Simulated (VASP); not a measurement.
# Si62N (a cell with a defect) in VASP: single point with PBEsol

Aim: the single point of Si62N (a cell with a defect) with PBEsol.

All numbers are computed with VASP 6.6.1; they aren't measurements. Logs are shortened: lines on timing, memory, paths and dates and some standing lists are left out, and cuts for length are marked.

### Step 1. The cell of the first run

The cell holds a defect, 63 atoms: a = 10.866 Å, b = 10.866 Å, c = 10.866 Å, α = 90.00°, β = 90.00°, γ = 90.00°.

### Step 2. Single point, PBEsol

File INCAR:

```
ALGO = Normal
EDIFF = 1E-6
ENCUT = 520
GGA = PS
ISIF = 2
ISMEAR = -1
ISYM = 0
LASPH = True
LCHARG = False
LREAL = Auto
LWAVE = False
NBANDS = 164
NELECT = 252.0
NELM = 60
PREC = Accurate
SIGMA = 0.05
```

File KPOINTS:

```
Automatic mesh
0
Gamma
  1 1 1
  0.25 0.25 0.25
```

File POSCAR:

```
Si62N
1.0
   10.8655790000      0.0000000000      0.0000000000
    0.0000000000     10.8655790000      0.0000000000
    0.0000000000      0.0000000000     10.8655790000
Si N
62 1
Direct
    0.0008250000      0.0006380000      0.0005560000
    0.0017110000      0.0016890000      0.4986650000
    0.0017700000      0.4988170000      0.0015760000
    0.0011370000      0.4999030000      0.4997080000
    0.4988420000      0.0017320000      0.0015480000
    0.4999590000      0.0010240000      0.4996790000
    0.5000070000      0.4998720000      0.0008780000
    0.1249870000      0.1249960000      0.1248480000
    0.1273800000      0.1272220000      0.6249420000
    0.1273850000      0.6250870000      0.1271210000
    0.1256950000      0.6257160000      0.6255260000
    0.6252030000      0.1272330000      0.1271450000
    0.6256550000      0.1256800000      0.6255340000
    0.6256570000      0.6257080000      0.1255860000
    0.2487110000      0.2487200000      0.9957780000
    0.2507640000      0.2506390000      0.4957800000
    0.2537270000      0.7497320000      0.9990930000
    0.2598990000      0.7379190000      0.4996770000
    0.7499010000      0.2535230000      0.9991780000
    0.7379160000      0.2598350000      0.4997290000
    0.7521840000      0.7522300000      0.0044110000
    0.7525270000      0.7525830000      0.5096120000
    0.3727440000      0.3726590000      0.1219240000
    0.3884970000      0.3884580000      0.5929350000
    0.3778670000      0.8693430000      0.1295130000
    0.3802440000      0.8700280000      0.6228080000
    0.8693340000      0.3778710000      0.1295450000
    0.8702160000      0.3800470000      0.6227790000
    0.8770350000      0.8769050000      0.1286890000
    0.8783200000      0.8783820000      0.6301000000
    0.2486970000      0.9959250000      0.2485430000
    0.2536820000      0.9992470000      0.7496060000
    0.2507820000      0.4959600000      0.2505090000
    0.2599150000      0.4998950000      0.7377570000
    0.7498860000      0.9992360000      0.2534300000
    0.7522200000      0.0045790000      0.7520990000
    0.7378930000      0.4998840000      0.2597470000
    0.7530710000      0.5092340000      0.7527290000
    0.3727410000      0.1220930000      0.3724650000
    0.3778390000      0.1296820000      0.8691670000
    0.3885070000      0.5930560000      0.3883700000
    0.3803440000      0.6229980000      0.8698080000
    0.8693460000      0.1296710000      0.3776860000
    0.8770600000      0.1288210000      0.8768140000
    0.8700270000      0.6230260000      0.3801010000
    0.8784410000      0.6303220000      0.8782790000
    0.9959510000      0.2487300000      0.2485650000
    0.9994010000      0.2535000000      0.7496300000
    0.9993130000      0.7497170000      0.2534370000
    0.0045660000      0.7522740000      0.7520510000
    0.4960410000      0.2506740000      0.2505020000
    0.4998920000      0.2598890000      0.7377730000
    0.4998160000      0.7379540000      0.2597690000
    0.5097550000      0.7526200000      0.7523260000
    0.1222120000      0.3726630000      0.3724890000
    0.1297040000      0.3778360000      0.8691520000
    0.1296480000      0.8692990000      0.3776760000
    0.1289970000      0.8769110000      0.8767950000
    0.5930990000      0.3884560000      0.3883580000
    0.6231000000      0.3800760000      0.8699360000
    0.6230990000      0.8700180000      0.3800080000
    0.6302330000      0.8783670000      0.8781910000
    0.4701220000      0.4700270000      0.4699690000
```

Potentials or basis: VASP PAW PBE potentials, release 64 (Si, N).

Started as:

```bash
$ cat potpaw_PBE.64/Si/POTCAR potpaw_PBE.64/N/POTCAR > POTCAR
$ mpirun -np 1 vasp_std > vasp.out
```

OUTCAR:

```text
EDIFF = 1E-6
   ENCUT = 520
   GGA = PS
   ISIF = 2
   ISMEAR = -1
   ISYM = 0
   LASPH = True
   LREAL = Auto
   NELECT = 252.0
   NELM = 60
   PREC = Accurate

 ion  position               nearest neighbor table
   1  0.001  0.001  0.001-   8 2.34  29 2.36  58 2.36  44 2.36
   2  0.002  0.002  0.499-   9 2.37  30 2.37  57 2.39  43 2.39
   3  0.002  0.499  0.002-  10 2.37  46 2.37  56 2.39  27 2.39
   4  0.001  0.500  0.500-  28 2.35  45 2.35  55 2.36  11 2.36
   5  0.499  0.002  0.002-  12 2.37  62 2.37  25 2.39  40 2.39
   6  0.500  0.001  0.500-  61 2.35  26 2.35  39 2.36  13 2.36
[... 13 lines left out ...]
  20  0.738  0.260  0.500-  13 2.34  28 2.36  43 2.41  59 2.43
  21  0.752  0.752  0.004-  29 2.34  14 2.35  46 2.35  62 2.35
  22  0.753  0.753  0.510-  30 2.33  61 2.36  45 2.36
  23  0.373  0.373  0.122-  33 2.35  51 2.35  15 2.35   7 2.36
  24  0.388  0.388  0.593-  63 1.83  16 2.37  52 2.43  34 2.43  41 3.14  59 3.14
  25  0.378  0.869  0.130-  17 2.35  31 2.35   5 2.39  53 2.41
  26  0.380  0.870  0.623-   6 2.35  18 2.36  54 2.36  32 2.40
  27  0.869  0.378  0.130-  19 2.35  47 2.35   3 2.39  37 2.41
  28  0.870  0.380  0.623-   4 2.35  20 2.36  38 2.36  48 2.40
  29  0.877  0.877  0.129-  21 2.34  49 2.35  35 2.35   1 2.36
  30  0.878  0.878  0.630-  22 2.33  36 2.35  50 2.35   2 2.37
[... 10 lines left out ...]
  41  0.389  0.593  0.388-  63 1.83  33 2.37  18 2.43  53 2.43  24 3.14  59 3.14
  42  0.380  0.623  0.870-   7 2.35  34 2.36  54 2.36  17 2.40
  43  0.869  0.130  0.378-  35 2.35  47 2.35   2 2.39  20 2.41
  44  0.877  0.129  0.877-  36 2.34  48 2.35  19 2.35   1 2.36
  45  0.870  0.623  0.380-   4 2.35  37 2.36  22 2.36  49 2.40
  46  0.878  0.630  0.878-  38 2.33  21 2.35  50 2.35   3 2.37
  47  0.996  0.249  0.249-  55 2.35  27 2.35  43 2.35   8 2.36
  48  0.999  0.254  0.750-  44 2.35  56 2.35   9 2.38  28 2.40
  49  0.999  0.750  0.253-  29 2.35  57 2.35  10 2.38  45 2.40
  50  0.005  0.752  0.752-  58 2.35  11 2.35  46 2.35  30 2.35
  51  0.496  0.251  0.251-  39 2.35  23 2.35  12 2.36  59 2.37
  52  0.500  0.260  0.738-  13 2.34  60 2.36  40 2.41  24 2.43
  53  0.500  0.738  0.260-  14 2.34  61 2.36  25 2.41  41 2.43
  54  0.510  0.753  0.752-  62 2.33  26 2.36  42 2.36
  55  0.122  0.373  0.372-  33 2.35  16 2.35  47 2.35   4 2.36
  56  0.130  0.378  0.869-  48 2.35  15 2.35   3 2.39  34 2.41
  57  0.130  0.869  0.378-  49 2.35  31 2.35   2 2.39  18 2.41
  58  0.129  0.877  0.877-  50 2.35  17 2.35  32 2.35   1 2.36
  59  0.593  0.388  0.388-  63 1.83  51 2.37  20 2.43  37 2.43  24 3.14  41 3.14
  60  0.623  0.380  0.870-   7 2.35  52 2.36  38 2.36  19 2.40
  61  0.623  0.870  0.380-   6 2.35  53 2.36  22 2.36  35 2.40
  62  0.630  0.878  0.878-  54 2.33  36 2.35  21 2.35   5 2.37
  63  0.470  0.470  0.470-  24 1.83  59 1.83  41 1.83

IMPORTANT INFORMATION: All symmetrisations will be switched off!
NOSYMM: (Re-)initialisation of all symmetry stuff for point group C_1.

----------------------------------------------------------------------------------------

                                     Primitive cell

  volume of cell :    1282.7990

  direct lattice vectors                    reciprocal lattice vectors
    10.865579000  0.000000000  0.000000000     0.092033752  0.000000000  0.000000000
     0.000000000 10.865579000  0.000000000     0.000000000  0.092033752  0.000000000
     0.000000000  0.000000000 10.865579000     0.000000000  0.000000000  0.092033752

  length of vectors
    10.865579000 10.865579000 10.865579000     0.092033752  0.092033752  0.092033752

  position of ions in fractional coordinates (direct lattice)
     0.000825000  0.000638000  0.000556000
     0.001711000  0.001689000  0.498665000
     0.001770000  0.498817000  0.001576000
     0.001137000  0.499903000  0.499708000
     0.498842000  0.001732000  0.001548000
     0.499959000  0.001024000  0.499679000
[... 55 lines left out ...]
     0.630233000  0.878367000  0.878191000
     0.470122000  0.470027000  0.469969000

  ion indices of the primitive-cell ions
   primitive index   ion index
                 1           1
                 2           2
                 3           3
                 4           4
                 5           5
                 6           6
[... 55 lines left out ...]
                62          62
                63          63

----------------------------------------------------------------------------------------

 KPOINTS: Automatic mesh

Automatic generation of k-mesh.
 Grid dimensions read from file:
 generate k-points for:    1    1    1

 Generating k-lattice:

  Cartesian coordinates                     Fractional coordinates (reciprocal lattice)
     0.092033752  0.000000000  0.000000000     1.000000000  0.000000000  0.000000000
     0.000000000  0.092033752  0.000000000     0.000000000  1.000000000  0.000000000
     0.000000000  0.000000000  0.092033752     0.000000000  0.000000000  1.000000000

  Length of vectors
     0.092033752  0.092033752  0.092033752

  Shift w.r.t. Gamma in fractional coordinates (k-lattice)
     0.250000000  0.250000000  0.250000000

 Subroutine IBZKPT returns following result:
 ===========================================

 Found      4 irreducible k-points:

 Following reciprocal coordinates:
            Coordinates               Weight
  0.250000  0.250000  0.250000      2.000000
 -0.250000  0.250000  0.250000      2.000000
 -0.250000 -0.250000  0.250000      2.000000
  0.250000 -0.250000  0.250000      2.000000
   k-points           NKPTS =      4   k-points in BZ     NKDIM =      4   number of bands    NBANDS=    164
   number of dos      NEDOS =    301   number of ions     NIONS =     63
   total plane-waves  NPLWV = 592704
   dimension x,y,z NGX =    84 NGY =   84 NGZ =   84
   dimension x,y,z NGXF=   168 NGYF=  168 NGZF=  168
   ions per type =              62   1
   NGX,Y,Z   is equivalent  to a cutoff of  12.85, 12.85, 12.85 a.u.
   NGXF,Y,Z  is equivalent  to a cutoff of  25.70, 25.70, 25.70 a.u.
 SYSTEM =  unknown system
   PREC   = accura    normal or accurate (medium, high low for compatibility)
   ISTART =      0    job   : 0-new  1-cont  2-samecut
   ICHARG =      2    charge: 1-file 2-atom 10-const
   ISPIN  =      1    spin polarized calculation?
   LNONCOLLINEAR =      F non collinear calculations
   LSORBIT =      F    spin-orbit coupling
   LASPH  =      T    aspherical Exc in radial PAW
   ENCUT  =  520.0 eV  38.22 Ry    6.18 a.u.  20.20 20.20 20.20*2*pi/ulx,y,z
   NELM   =     60;   NELMIN=  2; NELMDL= -5     # of ELM steps
   EDIFF  = 0.1E-05   stopping-criterion for ELM
   LREAL  =      T    real-space projection
   EDIFFG = 0.1E-04   stopping-criterion for IOM
   NSW    =      0    number of steps for IOM
   IBRION =     -1    ionic relax: 0-MD 1-quasi-New 2-CG
   NFREE  =      0    steps in history (QN), initial steepest desc. (CG)
   ISIF   =      2    stress and relaxation
   ISYM   =      0    0-nonsym 1-usesym 2-fastsym
   POTIM  = 0.5000    time-step for ionic-motion
   TEBEG  =    0.0;   TEEND  =   0.0 temperature during run
   PSTRESS=    0.0 pullay stress
   NELECT =     252.0000    total number of electrons
   NUPDOWN=      -1.0000    fix difference up-down
   EMIN   =  10.00;   EMAX   =-10.00  energy-range for DOS
   EFERMI =   0.00;   METHOD = LEGACY
   ISMEAR =    -1;   SIGMA  =   0.05  broadening in eV -4-tet -1-fermi 0-gaus
   EFERMI_NEDOS =   21; number of points for ismear=-14 and -15
   IALGO  =     38    algorithm
   IMIX   =      4    mixing-type and parameters
     AMIX     =   0.40;   BMIX     =  1.00
     AMIX_MAG =   1.60;   BMIX_MAG =  1.00
  volume/ion in A,a.u.               =      20.36       137.41
  Fermi-wavevector in a.u.,A,eV,Ry     =   0.951675  1.798406 12.322605  0.905686
  Thomas-Fermi vector in A             =   2.080167
   LORBIT       =      0    0 simple, 1 ext, 2 COOP (PROOUT), +10 PAW based schemes
   GGA     = PS    functional components
   LHFCALC =     F    Hartree Fock is set to
   AEXX    =    0.0000 exact exchange contribution
   IVDW    =     0    specifies the selected vdW correction
   LEPSILON=     F    determine dielectric tensor
   LRPA    =     F    only Hartree local field effects (RPA)
 non-spin polarized calculation
  energy-cutoff  :      520.00
  volume of cell :     1282.80
 maximum number of plane-waves:     34484
 NGX is ok and might be reduce to    84
   NGX = 41   NGY = 41   NGZ = 41

 number of electron     251.9999997 magnetization

 Free energy of the ion-electron system (eV)
  ---------------------------------------------------
  ext. energy  EPLUGINS =         0.00000000
  ---------------------------------------------------
  free energy    TOTEN  =      -367.44639957 eV

  energy without entropy =     -367.41700123  energy(sigma->0) =     -367.43170040

 E-fermi :   5.4345     XC(G=0):  -9.4451

 val. band max:        5.2812902382   @ k =   0.2500  -0.2500   0.2500
 cond. band min:       5.5841686020   @ k =   0.2500  -0.2500   0.2500
 fundamental gap:      0.3028783637
 Fermi energy:         5.4344709064

 k-point     1 :       0.2500    0.2500    0.2500
  band No.  band energies     occupation
      1     -10.6648      2.00000
      2      -6.0917      2.00000
      3      -5.6271      2.00000
      4      -5.6265      2.00000
      5      -5.4934      2.00000
      6      -5.1196      2.00000
[... 553 lines left out ...]
    137       7.2926      0.00000
    138       7.3624      0.00000
 [bands above 138 left out]

------------------------ aborting loop because EDIFF is reached ----------------------------------------

  FORCE on cell =-STRESS in cart. coord.  units (eV):
  Direction    XX          YY          ZZ          XY          YZ          ZX
  --------------------------------------------------------------------------------------
  -------------------------------------------------------------------------------------
  Total      -23.4086131    -23.3755369    -23.4197708      6.7393771      6.7537024      6.7810129
  in kB      -29.2366524    -29.1953412    -29.2505881      8.4172789      8.4351707      8.4692807
  external PRESSURE =     -29.2275272 kB  Pullay stress =       0.0000000 kB

 VOLUME and BASIS-vectors are now :
 -----------------------------------------------------------------------------
  energy-cutoff  :      520.00
  volume of cell :     1282.80
      direct lattice vectors                 reciprocal lattice vectors
    10.865579000  0.000000000  0.000000000     0.092033752  0.000000000  0.000000000
     0.000000000 10.865579000  0.000000000     0.000000000  0.092033752  0.000000000
     0.000000000  0.000000000 10.865579000     0.000000000  0.000000000  0.092033752

 POSITION                                       TOTAL-FORCE (eV/Angst)
 -----------------------------------------------------------------------------------
      0.00896      0.00693      0.00604        -0.022109     -0.019298     -0.021451
      0.01859      0.01835      5.41828        -0.006055     -0.006028      0.057709
      0.01923      5.41994      0.01712        -0.008191      0.054057     -0.006575
      0.01235      5.43174      5.42962        -0.023552     -0.007613     -0.007553
      5.42021      0.01882      0.01682         0.056029     -0.007679     -0.005647
      5.43234      0.01113      5.42930        -0.007710     -0.020790     -0.006471
[... 55 lines left out ...]
      6.84785      9.54397      9.54205        -0.016439     -0.026822     -0.027119
      5.10815      5.10712      5.10649         0.052613      0.062463      0.051989
 -----------------------------------------------------------------------------------
    total drift:                                0.015505      0.008545      0.007438

  FREE ENERGIE OF THE ION-ELECTRON SYSTEM (eV)
  ---------------------------------------------------
  free  energy   TOTEN  =      -367.4463995680 eV

  energy  without entropy=     -367.4170012260  energy(sigma->0) =     -367.43170040
```

Wall time 32 min (1 thread of AMD EPYC 9R14 (Zen 4), shared host); peak memory 1.3 GiB.

Results:

```yaml
Free_energy: -367.4464 eV
Largest_force: 0.125 eV/Å
```

Forces on the atoms (eV/Å):
```
Si  -0.022 -0.019 -0.021
Si  -0.006 -0.006  0.058
Si  -0.008  0.054 -0.007
Si  -0.024 -0.008 -0.008
Si   0.056 -0.008 -0.006
Si  -0.008 -0.021 -0.006
Si  -0.009 -0.006 -0.020
Si   0.006  0.005  0.005
Si  -0.028 -0.027  0.085
Si  -0.028  0.090 -0.026
Si  -0.015 -0.024 -0.021
Si   0.086 -0.027 -0.027
Si  -0.020 -0.019 -0.021
Si  -0.022 -0.022 -0.017
Si  -0.004 -0.007  0.008
Si  -0.043 -0.040  0.010
Si   0.019 -0.116 -0.009
Si   0.024 -0.019  0.032
Si  -0.116  0.018 -0.010
Si  -0.017  0.027  0.027
Si   0.018  0.017  0.002
Si  -0.057 -0.059  0.088
Si   0.013  0.013 -0.009
Si  -0.049 -0.048  0.089
Si  -0.031 -0.024 -0.011
Si   0.035  0.020  0.110
Si  -0.023 -0.027 -0.010
Si   0.021  0.033  0.108
Si   0.014  0.015  0.020
Si  -0.025 -0.026 -0.018
Si  -0.004  0.006 -0.003
Si   0.019 -0.009 -0.116
Si  -0.041  0.006 -0.040
Si   0.025  0.028 -0.019
Si  -0.117 -0.009  0.018
Si   0.017  0.001  0.016
Si  -0.015  0.029  0.029
Si  -0.061  0.092 -0.058
Si   0.012 -0.010  0.012
Si  -0.026 -0.010 -0.024
Si  -0.046  0.085 -0.048
Si   0.034  0.110  0.019
Si  -0.023 -0.011 -0.030
Si   0.014  0.019  0.016
Si   0.017  0.110  0.033
Si  -0.024 -0.018 -0.026
Si   0.006 -0.005 -0.004
Si  -0.008  0.019 -0.116
Si  -0.009 -0.116  0.019
Si   0.002  0.016  0.018
Si   0.007 -0.041 -0.041
Si   0.026  0.025 -0.018
Si   0.033 -0.021  0.026
Si   0.090 -0.056 -0.057
Si  -0.010  0.013  0.013
Si  -0.010 -0.026 -0.025
Si  -0.008 -0.022 -0.031
Si   0.018  0.016  0.015
Si   0.090 -0.049 -0.052
Si   0.111  0.034  0.020
Si   0.110  0.019  0.035
Si  -0.016 -0.027 -0.027
N    0.053  0.062  0.052
```

Caveat: the cell carries a net charge on a neutralising background, which shifts energy and pressure; the cell is charged against a uniform background, so pressure and absolute levels hang on convention; the PAW data sets were made with another functional, which shifts forces and pressure a little.
